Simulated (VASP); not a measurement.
A run of VASP 6.6.1:

File POSCAR:

```
Sr
1.0
    4.2980144007      0.0000000000      0.0000000000
   -2.1490072003      3.7221896568      0.0000000000
    0.0000000000      0.0000000000      7.1001499903
Sr
2
Direct
    0.3333333333      0.6666666667      0.2500000000
    0.6666666667      0.3333333333      0.7500000000
```

The input INCAR.step1:

```
ALGO = Normal
EDIFF = 1E-4
ENCUT = 520
GGA = PE
ISMEAR = 0
LASPH = T
LCHARG = F
LREAL = F
LWAVE = T
NBANDS = 17
NELM = 80
PREC = Accurate
SIGMA = 0.1
```

File INCAR.step2:

```
ALGO = Normal
EDIFF = 1E-7
ENCUT = 520
ISIF = 2
ISMEAR = 0
ISTART = 1
LASPH = T
LCHARG = F
LMIXTAU = T
LREAL = F
LWAVE = F
METAGGA = R2SCAN
NBANDS = 17
NELM = 80
PREC = Accurate
SIGMA = 0.1
```

File KPOINTS:

```
k-points
0
Gamma
  12 12 6
```

Potentials or basis: VASP PAW PBE potentials, release 64 (Sr_sv).

Launch:

```console
$ cat potpaw_PBE.64/Sr_sv/POTCAR > POTCAR
$ cp INCAR.step1 INCAR
$ mpirun -np 1 vasp_std > vasp.out
$ cp INCAR.step2 INCAR
$ mpirun -np 1 vasp_std > vasp.out
```

Hardware: 1 thread of Intel(R) Xeon(R) Platinum 8259CL CPU @ 2.50GHz (Skylake/Cascade Lake), with other jobs on the host.

Question: How long does it take, and how much memory?

Answer: Wall time 6.9 min on 1 thread of Intel(R) Xeon(R) Platinum 8259CL CPU @ 2.50GHz (Skylake/Cascade Lake) (shared host), peak memory 0.31 GiB. Counts: k points 76.
